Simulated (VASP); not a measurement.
# Hg (P6/mmm) in VASP: a series of runs, part 2 of 2

VASP 6.6.1.

### 3 Single point, PBE

This run uses another cell than the first one, of 16.98 Å³/atom.

Input file INCAR:

```
PREC = Accurate
ENCUT = 520
EDIFF = 1E-6
ISMEAR = -1
SIGMA = 0.1
LREAL = False
LASPH = True
NELM = 60
ALGO = Normal
ISIF = 2
LWAVE = False
LCHARG = False
GGA = PE
NBANDS = 12
```

Input file KPOINTS:

```
regular mesh
0
Gamma
  13 13 12
```

Input file POSCAR:

```
Hg
1.0
    2.7341125546      0.0000000000      0.0000000000
   -1.3670562773      2.3678109291      0.0000000000
    0.0000000000      0.0000000000      2.6226314569
Hg
1
Direct
    0.0000000000      0.0000000000      0.0000000000
```

Potentials or basis: VASP PAW PBE potentials, release 64 (Hg).

Started as:

```bash
$ cat potpaw_PBE.64/Hg/POTCAR > POTCAR
$ mpirun -np 1 vasp_std > vasp.out
```

OUTCAR:

```text
PREC = Accurate
   ENCUT = 520
   EDIFF = 1E-6
   ISMEAR = -1
   LREAL = False
   LASPH = True
   NELM = 60
   ISIF = 2
   GGA = PE

 ion  position               nearest neighbor table
   1  0.000  0.000  0.000-

  LATTYP: Found a hexagonal cell.
 ALAT       =     2.7341125546
 C/A-ratio  =     0.9592258565

  Lattice vectors:

 A1 = (   2.7341125546,   0.0000000000,   0.0000000000)
 A2 = (  -1.3670562773,   2.3678109291,   0.0000000000)
 A3 = (   0.0000000000,   0.0000000000,   2.6226314569)

Analysis of symmetry for initial positions (statically):
=====================================================================
 Subroutine PRICEL returns:
 Original cell was already a primitive cell.

 Routine SETGRP: Setting up the symmetry group for a
 hexagonal supercell.

 Subroutine GETGRP returns: Found 24 space group operations
 (whereof 24 operations were pure point group operations)
 out of a pool of 24 trial point group operations.

The static configuration has the point symmetry D_6h.

[... 162 lines left out ...]
 Fermi energy:         6.4557953248

 k-point     1 :       0.0000    0.0000    0.0000
  band No.  band energies     occupation
      1      -6.3227      2.00000
      2      -4.6605      2.00000
      3      -2.5937      2.00000
      4      -2.5937      2.00000
      5      -0.0958      2.00000
      6      -0.0958      2.00000
      7      17.8338      0.00000
      8      20.4511      0.00000
      9      23.6454      0.00000
     10      23.6454      0.00000
     11      24.4930      0.00000
     12      29.3562      0.00000
[... 331 lines left out ...]
 k-point    24 :       0.1538    0.0000    0.0833
  band No.  band energies     occupation
      1      -5.3672      2.00000
      2      -4.2957      2.00000
      3      -2.8119      2.00000
      4      -2.0591      2.00000
      5      -0.5765      2.00000
      6      -0.2788      2.00000
      7      17.3707      0.00000
      8      18.5509      0.00000
      9      21.6677      0.00000
     10      21.8782      0.00000
     11      26.6007      0.00000
     12      30.5760      0.00000

 [... further k-points ...]

------------------------ aborting loop because EDIFF is reached ----------------------------------------

  FORCE on cell =-STRESS in cart. coord.  units (eV):
  Direction    XX          YY          ZZ          XY          YZ          ZX
  --------------------------------------------------------------------------------------
  -------------------------------------------------------------------------------------
  Total        6.8233605      6.8233605      6.8055919      0.0000000     -0.0000000      0.0000000
  in kB      643.8848772    643.8848772    642.2081481      0.0000000     -0.0000000      0.0000000
  external PRESSURE =     643.3259675 kB  Pullay stress =       0.0000000 kB

 VOLUME and BASIS-vectors are now :
 -----------------------------------------------------------------------------
  energy-cutoff  :      520.00
  volume of cell :       16.98
      direct lattice vectors                 reciprocal lattice vectors
     2.734112555  0.000000000  0.000000000     0.365749390  0.211165509  0.000000000
    -1.367056277  2.367810929  0.000000000     0.000000000  0.422331018  0.000000000
     0.000000000  0.000000000  2.622631457     0.000000000  0.000000000  0.381296426

 POSITION                                       TOTAL-FORCE (eV/Angst)
 -----------------------------------------------------------------------------------
      0.00000      0.00000      0.00000        -0.000000      0.000000      0.000000
 -----------------------------------------------------------------------------------
    total drift:                               -0.000000      0.000000      0.000000

  FREE ENERGIE OF THE ION-ELECTRON SYSTEM (eV)
  ---------------------------------------------------
  free  energy   TOTEN  =         1.0375314950 eV

  energy  without entropy=        1.0460037117  energy(sigma->0) =        1.04176760
```

OSZICAR:

```text
N       E                     dE             d eps       ncg     rms          rms(c)
DAV:   1     0.743435338444E+02    0.74344E+02   -0.69863E+03  3784   0.102E+03
DAV:   2     0.206471933475E+01   -0.72279E+02   -0.68455E+02  3852   0.241E+02
DAV:   3     0.962225983062E+00   -0.11025E+01   -0.11018E+01  4212   0.323E+01
DAV:   4     0.961195051898E+00   -0.10309E-02   -0.10309E-02  3924   0.101E+00
DAV:   5     0.961194031265E+00   -0.10206E-05   -0.10207E-05  4208   0.309E-02    0.127E+01
DAV:   6     0.102173413616E+01    0.60540E-01   -0.94121E-02  4024   0.373E+00    0.800E+00
DAV:   7     0.103628561410E+01    0.14551E-01   -0.36543E-02  3980   0.213E+00    0.970E-01
DAV:   8     0.103754750719E+01    0.12619E-02   -0.56831E-03  3852   0.103E+00    0.798E-02
DAV:   9     0.103753732729E+01   -0.10180E-04   -0.20965E-05  4108   0.483E-02    0.119E-02
DAV:  10     0.103753164433E+01   -0.56830E-05   -0.38162E-06  3876   0.207E-02    0.354E-03
DAV:  11     0.103753149502E+01   -0.14930E-06   -0.82328E-08  2048   0.290E-03
   1 F= 0.10375315E+01 E0= 0.10417676E+01  d E =-.847222E-02
```

stdout:

```text
POSCAR found type information on POSCAR Hg
 POSCAR found :  1 types and       1 ions
 scaLAPACK will be used
 LDA part: xc-table for (Slater+PW92), standard interpolation
 POSCAR, INCAR and KPOINTS ok, starting setup
 FFT: planning ... GRIDC
 FFT: planning ... GRID_SOFT
 FFT: planning ... GRID
 WAVECAR not read
 entering main loop
```

Run time: 15 s. Hardware: 1 thread of Intel Xeon Platinum 8375C at 2.90GHz (Ice Lake), shared host; peak memory 0.15 GiB.

What came out:

```yaml
Free_energy: 1.0375 eV
Pressure: 64.3 GPa
Band_gap_on_the_k_mesh: zero (bands 6 and 7 overlap by 5.83 eV)
```

Caveat: the cell stands under pressure; spin-orbit coupling is left out, which moves the levels of the heavy elements.

### 4 Single point, PBE (16.98 Å³/atom)

This run uses another cell than the first one, of 16.98 Å³/atom.

Input file INCAR:

```
SYSTEM = Hg
ALGO = Normal ; EDIFF = 1E-6
ENCUT = 520 ; GGA = PE
ISIF = 2 ; ISMEAR = -1
LASPH = .True. ; LCHARG = .True.
LELF = .True. ; LREAL = .False.
LVHAR = .True. ; LWAVE = .False.
NBANDS = 12 ; NELM = 100
PREC = Accurate ; SIGMA = 0.1
```

Input file KPOINTS:

```
k-points
0
Gamma
  13 13 12
  0 0 0
```

POSCAR is that of step 3.

Potentials or basis: VASP PAW PBE potentials, release 64 (Hg).

Started as:

```bash
$ cat potpaw_PBE.64/Hg/POTCAR > POTCAR
$ mpirun -np 1 vasp_std > vasp.out
```

OUTCAR:

```text
SYSTEM = Hg
   EDIFF = 1E-6
   ENCUT = 520
   GGA = PE
   ISIF = 2
   ISMEAR = -1
   LASPH = .True.
   LREAL = .False.
   NELM = 100
   PREC = Accurate

 ion  position               nearest neighbor table
   1  0.000  0.000  0.000-

  LATTYP: Found a hexagonal cell.
 ALAT       =     2.7341125546
 C/A-ratio  =     0.9592258565

  Lattice vectors:

 A1 = (   2.7341125546,   0.0000000000,   0.0000000000)
 A2 = (  -1.3670562773,   2.3678109291,   0.0000000000)
 A3 = (   0.0000000000,   0.0000000000,   2.6226314569)

Analysis of symmetry for initial positions (statically):
=====================================================================
 Subroutine PRICEL returns:
 Original cell was already a primitive cell.

 Routine SETGRP: Setting up the symmetry group for a
 hexagonal supercell.

 Subroutine GETGRP returns: Found 24 space group operations
 (whereof 24 operations were pure point group operations)
 out of a pool of 24 trial point group operations.

The static configuration has the point symmetry D_6h.

Analysis of symmetry for dynamics (positions and initial velocities):
=====================================================================
 Subroutine PRICEL returns:
 Original cell was already a primitive cell.

 Routine SETGRP: Setting up the symmetry group for a
 hexagonal supercell.

 Subroutine GETGRP returns: Found 24 space group operations
 (whereof 24 operations were pure point group operations)
 out of a pool of 24 trial point group operations.

The dynamic configuration has the point symmetry D_6h.

 Subroutine INISYM returns: Found 24 space group operations
 (whereof 24 operations are pure point group operations),
 and found     1 'primitive' translations

----------------------------------------------------------------------------------------

                                     Primitive cell
[... 107 lines left out ...]
   IMIX   =      4    mixing-type and parameters
     AMIX     =   0.40;   BMIX     =  1.00
     AMIX_MAG =   1.60;   BMIX_MAG =  1.00
  volume/ion in A,a.u.               =      16.98       114.58
  Fermi-wavevector in a.u.,A,eV,Ry     =   1.458260  2.755712 28.933099  2.126523
  Thomas-Fermi vector in A             =   2.574965
   LORBIT       =      0    0 simple, 1 ext, 2 COOP (PROOUT), +10 PAW based schemes
   GGA     = PE    functional components
   LHFCALC =     F    Hartree Fock is set to
   AEXX    =    0.0000 exact exchange contribution
   IVDW    =     0    specifies the selected vdW correction
   LEPSILON=     F    determine dielectric tensor
   LRPA    =     F    only Hartree local field effects (RPA)
 non-spin polarized calculation
  energy-cutoff  :      520.00
  volume of cell :       16.98
 maximum number of plane-waves:       472
   NGX = 11   NGY = 11   NGZ =  9

 number of electron      11.9999998 magnetization

 Free energy of the ion-electron system (eV)
  ---------------------------------------------------
  ext. energy  EPLUGINS =         0.00000000
  ---------------------------------------------------
  free energy    TOTEN  =         1.03753150 eV

  energy without entropy =        1.04600371  energy(sigma->0) =        1.04176760

 E-fermi :   6.4558     XC(G=0): -12.7007

 val. band max:        6.4272237621   @ k =   0.3846   0.1538   0.0833
 cond. band min:       6.4655894697   @ k =   0.1538   0.0000   0.4167
 fundamental gap:      0.0383657076
 Fermi energy:         6.4557953248

 k-point     1 :       0.0000    0.0000    0.0000
  band No.  band energies     occupation
      1      -6.3227      2.00000
      2      -4.6605      2.00000
      3      -2.5937      2.00000
      4      -2.5937      2.00000
      5      -0.0958      2.00000
      6      -0.0958      2.00000
      7      17.8338      0.00000
      8      20.4511      0.00000
      9      23.6454      0.00000
     10      23.6454      0.00000
     11      24.4930      0.00000
     12      29.3562      0.00000
[... 331 lines left out ...]
 k-point    24 :       0.1538    0.0000    0.0833
  band No.  band energies     occupation
      1      -5.3672      2.00000
      2      -4.2957      2.00000
      3      -2.8119      2.00000
      4      -2.0591      2.00000
      5      -0.5765      2.00000
      6      -0.2788      2.00000
      7      17.3707      0.00000
      8      18.5509      0.00000
      9      21.6677      0.00000
     10      21.8782      0.00000
     11      26.6007      0.00000
     12      30.5760      0.00000

 [... further k-points ...]
[... 5 lines left out ...]
  --------------------------------------------------------------------------------------
  -------------------------------------------------------------------------------------
  Total        6.8233605      6.8233605      6.8055919      0.0000000     -0.0000000      0.0000000
  in kB      643.8848772    643.8848772    642.2081481      0.0000000     -0.0000000      0.0000000
  external PRESSURE =     643.3259675 kB  Pullay stress =       0.0000000 kB

 VOLUME and BASIS-vectors are now :
 -----------------------------------------------------------------------------
  energy-cutoff  :      520.00
  volume of cell :       16.98
      direct lattice vectors                 reciprocal lattice vectors
     2.734112555  0.000000000  0.000000000     0.365749390  0.211165509  0.000000000
    -1.367056277  2.367810929  0.000000000     0.000000000  0.422331018  0.000000000
     0.000000000  0.000000000  2.622631457     0.000000000  0.000000000  0.381296426

 POSITION                                       TOTAL-FORCE (eV/Angst)
 -----------------------------------------------------------------------------------
      0.00000      0.00000      0.00000        -0.000000      0.000000      0.000000
 -----------------------------------------------------------------------------------
    total drift:                               -0.000000      0.000000      0.000000

  FREE ENERGIE OF THE ION-ELECTRON SYSTEM (eV)
  ---------------------------------------------------
  free  energy   TOTEN  =         1.0375314950 eV

  energy  without entropy=        1.0460037117  energy(sigma->0) =        1.04176760
```

stdout:

```text
POSCAR found type information on POSCAR Hg
 POSCAR found :  1 types and       1 ions
 scaLAPACK will be used
 LDA part: xc-table for (Slater+PW92), standard interpolation
 POSCAR, INCAR and KPOINTS ok, starting setup
 FFT: planning ... GRIDC
 FFT: planning ... GRID_SOFT
 FFT: planning ... GRID
 WAVECAR not read
 entering main loop
```

Run time: 16 s. Hardware: 1 thread of Intel Xeon Platinum 8375C at 2.90GHz (Ice Lake), shared host; peak memory 0.14 GiB.

Results:

- Free energy: 1.0375 eV
- Pressure: 64.3 GPa
- Band gap on the k mesh: zero (bands 6 and 7 overlap by 5.83 eV)

Caveat: the cell stands under pressure; spin-orbit coupling is left out, which moves the levels of the heavy elements.

The gap in the log of VASP goes by the Fermi energy; the results here count the filled bands.